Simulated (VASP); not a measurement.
WC (Qusongite): single point with PBE

Crystal: WC (Qusongite).

```
W C
1.0
     2.92168    0.00000    0.00000
    -1.46084    2.53025    0.00000
     0.00000    0.00000    2.84705
W C
1 1
Direct
  0.00000 0.00000 0.00000
  0.66667 0.33333 0.50000
```

```yaml
Program: VASP 6.6.1
Task: single point
Functional: PBE
Potentials_or_basis: VASP PAW PBE potentials, release 64 (W_sv, C_h)
Cutoff: 910 eV
k_mesh: 18 × 18 × 14
Occupations: gaussian, width 0.1 eV
Spin: no spin polarisation
```

The pressure is 1.0 GPa and the band gap on the k mesh is zero (band 9 reaches 11.83 eV, above the bottom of band 10 at 10.64 eV).

Stress tensor (GPa, compression positive):
```
0.90 0.00 0.00
0.00 0.90 0.00
0.00 0.00 1.15
```

Levels at points of the mesh, in eV from the Fermi level:
```csv
k point,band 7,band 8,band 9,band 10,band 11,band 12
"(0.00, 0.00, 0.00)",-3.27,-3.27,0.11,3.18,3.18,5.56
"(0.50, 0.00, 0.00)",-3.53,-3.49,-0.46,2.32,4.45,4.79
"(0.00, 0.00, 0.50)",-1.98,-1.98,-0.56,-0.56,3.65,4.49
"(0.50, 0.00, 0.50)",-4.24,-4.14,0.27,4.34,5.22,6.52
```

Run time: 72 s on 1 thread of AMD EPYC 9R45 (Zen 5) (shared host), peak memory 0.32 GiB.

Caveat: the cutoff is under 1.25 times the usual one of these potentials, so pressure, stress and relaxed cells hold a basis-set (Pulay) error; spin-orbit coupling is left out, which moves the levels of the heavy elements.
